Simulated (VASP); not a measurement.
# Al2O3 (R-3c) in VASP: further runs, part 2 of 3

VASP 6.6.1.

**3. Single point, PBE**

This run uses another cell than the first one, of the same volume but with other edges.

The input, INCAR:

```
PREC = Accurate
ENCUT = 520
EDIFF = 1E-6
ISMEAR = 0
SIGMA = 0.05
LREAL = F
LASPH = T
NELM = 100
ALGO = Normal
ISIF = 2
LWAVE = F
LCHARG = F
GGA = PE
NBANDS = 35
```

The input, KPOINTS:

```
Automatic mesh
0
Gamma
  6 6 6
```

The input, POSCAR:

```
Al2O3
1.0
    2.3058545897      1.3312857681      4.7543647167
   -2.3058545897      1.3312857681      4.7543647167
    0.0000000000     -2.6625715361      4.7543647167
Al O
4 6
Direct
    0.8635611633      0.8635611633      0.8635611633
    0.6364388367      0.6364388367      0.6364388367
    0.1364388367      0.1364388367      0.1364388367
    0.3635611633      0.3635611633      0.3635611633
    0.0561574040      0.4438425960      0.7500000000
    0.7500000000      0.0561574040      0.4438425960
    0.4438425960      0.7500000000      0.0561574040
    0.9438425960      0.5561574040      0.2500000000
    0.2500000000      0.9438425960      0.5561574040
    0.5561574040      0.2500000000      0.9438425960
```

Potentials or basis: VASP PAW PBE potentials, release 64 (Al, O).

Command:

```console
$ cat potpaw_PBE.64/Al/POTCAR potpaw_PBE.64/O/POTCAR > POTCAR
$ mpirun -np 1 vasp_std > vasp.out
```

OUTCAR:

```text
PREC = Accurate
   ENCUT = 520
   EDIFF = 1E-6
   ISMEAR = 0
   LREAL = F
   LASPH = T
   NELM = 100
   ISIF = 2
   GGA = PE

 ion  position               nearest neighbor table
   1  0.864  0.864  0.864-   8 1.77   9 1.77  10 1.77   6 2.15   5 2.15   7 2.15   3 2.80   3 2.80
                             3 2.80   2 3.06   2 3.06   2 3.06   2 3.24
   2  0.636  0.636  0.636-   8 1.77  10 1.77   9 1.77   7 2.15   5 2.15   6 2.15   4 2.80   4 2.80
                             4 2.80   1 3.06   1 3.06   1 3.06   1 3.24
   3  0.136  0.136  0.136-   5 1.77   6 1.77   7 1.77   9 2.15   8 2.15  10 2.15   1 2.80   1 2.80
                             1 2.80   4 3.06   4 3.06   4 3.06   4 3.24
   4  0.364  0.364  0.364-   5 1.77   7 1.77   6 1.77  10 2.15   8 2.15   9 2.15   2 2.80   2 2.80
                             2 2.80   3 3.06   3 3.06   3 3.06   3 3.24
   5  0.056  0.444  0.750-   3 1.77   4 1.77   1 2.15   2 2.15
   6  0.750  0.056  0.444-   3 1.77   4 1.77   1 2.15   2 2.15
   7  0.444  0.750  0.056-   4 1.77   3 1.77   2 2.15   1 2.15
   8  0.944  0.556  0.250-   1 1.77   2 1.77   3 2.15   4 2.15
   9  0.250  0.944  0.556-   1 1.77   2 1.77   3 2.15   4 2.15
  10  0.556  0.250  0.944-   2 1.77   1 1.77   4 2.15   3 2.15

  LATTYP: Found a trigonal (rhomboedric) cell.
 ALAT       =     5.4491532411
 COS(alpha) =     0.6418740542

  Lattice vectors:

 A1 = (   2.3058545897,   1.3312857681,   4.7543647167)
 A2 = (  -2.3058545897,   1.3312857681,   4.7543647167)
 A3 = (   0.0000000000,  -2.6625715361,   4.7543647167)

Analysis of symmetry for initial positions (statically):
=====================================================================
 Subroutine PRICEL returns:
 Original cell was already a primitive cell.

 Routine SETGRP: Setting up the symmetry group for a
 trigonal (rhombohedral) supercell.

 Subroutine GETGRP returns: Found 12 space group operations
 (whereof  6 operations were pure point group operations)
 out of a pool of 12 trial point group operations.

The static configuration has the point symmetry S_6 .
 The point group associated with its full space group is D_3d.

Analysis of symmetry for dynamics (positions and initial velocities):
=====================================================================
 Subroutine PRICEL returns:
 Original cell was already a primitive cell.

 Routine SETGRP: Setting up the symmetry group for a
 trigonal (rhombohedral) supercell.

 Subroutine GETGRP returns: Found 12 space group operations
 (whereof  6 operations were pure point group operations)
 out of a pool of 12 trial point group operations.

The dynamic configuration has the point symmetry S_6 .
 The point group associated with its full space group is D_3d.

 Subroutine INISYM returns: Found 12 space group operations
 (whereof  6 operations are pure point group operations),
 and found     1 'primitive' translations

----------------------------------------------------------------------------------------

                                     Primitive cell

  volume of cell :      87.5683

  direct lattice vectors                    reciprocal lattice vectors
     2.305854590  1.331285768  4.754364717     0.216839345  0.125192254  0.070111014
    -2.305854590  1.331285768  4.754364717    -0.216839345  0.125192254  0.070111014
     0.000000000 -2.662571536  4.754364717     0.000000000 -0.250384509  0.070111014

  length of vectors
[... 60 lines left out ...]
  0.333333  0.166667  0.000000     12.000000
[... 16 lines left out ...]
  0.500000  0.500000  0.166667      6.000000
 -0.333333  0.500000  0.166667     12.000000
 [... further k-points ...]
   k-points           NKPTS =     32   k-points in BZ     NKDIM =     32   number of bands    NBANDS=     35
   number of dos      NEDOS =    301   number of ions     NIONS =     10
   total plane-waves  NPLWV =  74088
   dimension x,y,z NGX =    42 NGY =   42 NGZ =   42
   dimension x,y,z NGXF=    84 NGYF=   84 NGZF=   84
   ions per type =               4   6
   NGX,Y,Z   is equivalent  to a cutoff of  12.81, 12.81, 12.81 a.u.
   NGXF,Y,Z  is equivalent  to a cutoff of  25.63, 25.63, 25.63 a.u.
 SYSTEM =  unknown system
   PREC   = accura    normal or accurate (medium, high low for compatibility)
   ISTART =      0    job   : 0-new  1-cont  2-samecut
   ICHARG =      2    charge: 1-file 2-atom 10-const
   ISPIN  =      1    spin polarized calculation?
   LNONCOLLINEAR =      F non collinear calculations
   LSORBIT =      F    spin-orbit coupling
   LASPH  =      T    aspherical Exc in radial PAW
   ENCUT  =  520.0 eV  38.22 Ry    6.18 a.u.  10.13 10.13 10.13*2*pi/ulx,y,z
   NELM   =    100;   NELMIN=  2; NELMDL= -5     # of ELM steps
   EDIFF  = 0.1E-05   stopping-criterion for ELM
   LREAL  =      F    real-space projection
[... 7 lines left out ...]
   TEBEG  =    0.0;   TEEND  =   0.0 temperature during run
   PSTRESS=    0.0 pullay stress
   NELECT =      48.0000    total number of electrons
   NUPDOWN=      -1.0000    fix difference up-down
   EMIN   =  10.00;   EMAX   =-10.00  energy-range for DOS
   EFERMI =   0.00;   METHOD = LEGACY
   ISMEAR =     0;   SIGMA  =   0.05  broadening in eV -4-tet -1-fermi 0-gaus
   EFERMI_NEDOS =   21; number of points for ismear=-14 and -15
   IALGO  =     38    algorithm
   IMIX   =      4    mixing-type and parameters
     AMIX     =   0.40;   BMIX     =  1.00
     AMIX_MAG =   1.60;   BMIX_MAG =  1.00
  volume/ion in A,a.u.               =       8.76        59.09
  Fermi-wavevector in a.u.,A,eV,Ry     =   1.339799  2.531853 24.423286  1.795061
  Thomas-Fermi vector in A             =   2.468162
   LORBIT       =      0    0 simple, 1 ext, 2 COOP (PROOUT), +10 PAW based schemes
   GGA     = PE    functional components
   LHFCALC =     F    Hartree Fock is set to
   AEXX    =    0.0000 exact exchange contribution
   IVDW    =     0    specifies the selected vdW correction
   LEPSILON=     F    determine dielectric tensor
   LRPA    =     F    only Hartree local field effects (RPA)
 non-spin polarized calculation
 Gauss-broadening in eV      SIGMA  =   0.05
  energy-cutoff  :      520.00
  volume of cell :       87.57
 maximum number of plane-waves:      2378
 NGX is ok and might be reduce to    42

 number of electron      47.9999990 magnetization

 Free energy of the ion-electron system (eV)
  ---------------------------------------------------
  ext. energy  EPLUGINS =         0.00000000
  ---------------------------------------------------
  free energy    TOTEN  =       -72.77176306 eV

  energy without entropy =      -72.77176306  energy(sigma->0) =      -72.77176306

 E-fermi :   6.4145     XC(G=0): -11.5373

 val. band max:        6.1982609309   @ k =   0.0000   0.0000   0.0000
 cond. band min:      11.2317966860   @ k =   0.0000   0.0000   0.0000
 fundamental gap:      5.0335357551
 Fermi energy:         6.4144653011

 k-point     1 :       0.0000    0.0000    0.0000
  band No.  band energies     occupation
      1     -13.1519      2.00000
      2     -11.4443      2.00000
      3     -10.5588      2.00000
      4     -10.5588      2.00000
      5     -10.3761      2.00000
      6     -10.3761      2.00000
[... 901 lines left out ...]
     34      18.8693      0.00000
     35      19.0883      0.00000

 [... further k-points ...]

------------------------ aborting loop because EDIFF is reached ----------------------------------------

  FORCE on cell =-STRESS in cart. coord.  units (eV):
  Direction    XX          YY          ZZ          XY          YZ          ZX
  --------------------------------------------------------------------------------------
  -------------------------------------------------------------------------------------
  Total       15.6624520     15.6624520    -13.7697476      0.0000000     -0.0000000     -0.0000000
  in kB      286.5651583    286.5651583   -251.9356422      0.0000000     -0.0000000     -0.0000000
  external PRESSURE =     107.0648914 kB  Pullay stress =       0.0000000 kB

 VOLUME and BASIS-vectors are now :
 -----------------------------------------------------------------------------
  energy-cutoff  :      520.00
  volume of cell :       87.57
      direct lattice vectors                 reciprocal lattice vectors
     2.305854590  1.331285768  4.754364717     0.216839345  0.125192254  0.070111014
    -2.305854590  1.331285768  4.754364717    -0.216839345  0.125192254  0.070111014
     0.000000000 -2.662571536  4.754364717     0.000000000 -0.250384509  0.070111014

 POSITION                                       TOTAL-FORCE (eV/Angst)
 -----------------------------------------------------------------------------------
      0.00000      0.00000     12.31705         0.000000     -0.000000     -2.154765
      0.00000      0.00000      9.07759         0.000000      0.000000      2.154765
      0.00000      0.00000      1.94604         0.000000      0.000000      2.154765
      0.00000      0.00000      5.18551         0.000000     -0.000000     -2.154765
     -0.89395     -1.33129      5.94296        -0.123839     -0.000000     -0.000000
      1.59990     -0.10854      5.94296         0.061919     -0.107247     -0.000000
     -0.70595      1.43982      5.94296         0.061919      0.107247     -0.000000
      0.89395      1.33129      8.32014         0.123839     -0.000000     -0.000000
     -1.59990      0.10854      8.32014        -0.061919      0.107247     -0.000000
      0.70595     -1.43982      8.32014        -0.061919     -0.107247     -0.000000
 -----------------------------------------------------------------------------------
    total drift:                                0.000000     -0.000000     -0.000000

  FREE ENERGIE OF THE ION-ELECTRON SYSTEM (eV)
  ---------------------------------------------------
  free  energy   TOTEN  =       -72.7717630588 eV

  energy  without entropy=      -72.7717630588  energy(sigma->0) =      -72.77176306
```

It took 4.7 min on 1 thread of Intel Xeon 8259CL, shared host; peak memory 0.28 GiB.

What came out:

| Property | Result |
| --- | --- |
| Free energy | -72.7718 eV |
| Pressure | 10.7 GPa |
| Largest force | 2.155 eV/Å |
| Band gap on the k mesh | 5.03 eV |

Forces in eV/Å, atoms in the order of the input:
```
Al   0.000  0.000 -2.155
Al   0.000  0.000  2.155
Al   0.000  0.000  2.155
Al   0.000  0.000 -2.155
O   -0.124  0.000  0.000
O    0.062 -0.107  0.000
O    0.062  0.107  0.000
O    0.124  0.000  0.000
O   -0.062  0.107  0.000
O   -0.062 -0.107  0.000
```

Stress tensor (GPa, compression positive):
```
 28.66   0.00   0.00
  0.00  28.66   0.00
  0.00   0.00 -25.19
```

Levels at points of the mesh, in eV from the valence-band top:
```tsv
k point	band 22	band 23	band 24	band 25	band 26	band 27
(0.00, 0.00, 0.00)	-0.51	0.00	0.00	5.03	8.94	9.75
(0.50, 0.00, 0.00)	-1.29	-0.67	-0.67	7.91	7.91	8.47
(0.50, 0.50, 0.00)	-1.19	-0.98	-0.77	8.28	8.55	9.38
(0.50, 0.50, 0.50)	-0.29	-0.29	-0.29	8.16	8.16	9.29
```

Caveat: the cell stands under pressure; forces of over 1 eV/Å act on the atoms, so gaps and moduli don't describe the material at rest.

[end of part 2 of 3]
